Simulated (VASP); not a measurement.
CsCl:

```
Cs Cl
1.0
     4.20293    0.00000    0.00000
     0.00000    4.20293    0.00000
     0.00000    0.00000    4.20293
Cs Cl
1 1
Direct
  0.00000 0.00000 0.00000
  0.50000 0.50000 0.50000
```

```yaml
Program: VASP 6.6.1
Task: relaxation of cell and atoms
Functional: r2SCAN
Potentials_or_basis: VASP PAW PBE potentials, release 64 (Cs_sv, Cl)
Cutoff: 550 eV
k_mesh: 6 × 6 × 6
Occupations: fermi-dirac, width 0.02 eV
Spin: no spin polarisation
```

At the start: pressure -0.7 GPa; volume 37.12 Å³/atom.

Task: How do energy, volume and symmetry change on relaxing?

Result: Over 3 steps the energy falls by 3.5 meV/atom and the volume is 35.62 Å³/atom (-4.1 %); space group Pm-3m (No. 221, to 0.1 Å) before and after.

The path:
```
step  energy change (eV)  largest force (eV/Å)  pressure (GPa)  volume (Å³)
   1              0.0000                0.0000           -0.70        74.24
   2             -0.0057                0.0000           -0.33        72.51
   3             -0.0071                0.0000           -0.02        71.23
```

Final structure:
```
CELL_PARAMETERS angstrom
4.14529 0.00000 0.00000
0.00000 4.14529 0.00000
0.00000 0.00000 4.14529
ATOMIC_POSITIONS crystal
Cs 0.00000 0.00000 0.00000
Cl 0.50000 0.50000 0.50000
```

Caveat: the PAW data sets were made with another functional, which shifts forces and pressure a little.
